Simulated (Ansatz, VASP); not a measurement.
**Ge2Sb2O in VASP and in Ansatz**

```
Ge Sb O
1.0
     4.83960    0.00000    0.00000
    -2.41980    4.19122    0.00000
     0.00000    0.00000    5.74599
Ge Sb O
2 2 1
Cartesian
  0.0000 2.7941 0.0000
  2.4198 1.3971 0.0000
  0.0000 2.7941 2.8730
  2.4198 1.3971 2.8730
  0.0000 0.0000 0.0000
```

Alike in both runs: functional PBE; k mesh 6 × 6 × 4; occupations gaussian, width 0.1 eV; no spin polarisation.

Ansatz relaxed the structure, and its values are those at the end. VASP's run is a single point on that final structure, the one shown.

```csv
,VASP,Ansatz
version,VASP 6.6.1,Ansatz 0.2.0
potentials or method,"VASP PAW PBE potentials, release 64 (Ge_d, Sb, O), cutoff 520 eV","scalar-relativistic, plane waves, PAW"
valence electrons in the cell,44,64
```

```csv
,VASP,Ansatz,Ansatz less VASP
gap on the k mesh at the Fermi level (eV),none,none,-
pressure (GPa),0.1,0.0,-0.03
```

A gap of «none» marks a metal or a gap that the smearing closes. VASP's potentials hold 44 valence electrons a cell and Ansatz's 64, so a difference there can come from the potentials and not from the codes.

Neither program's run includes spin-orbit coupling.
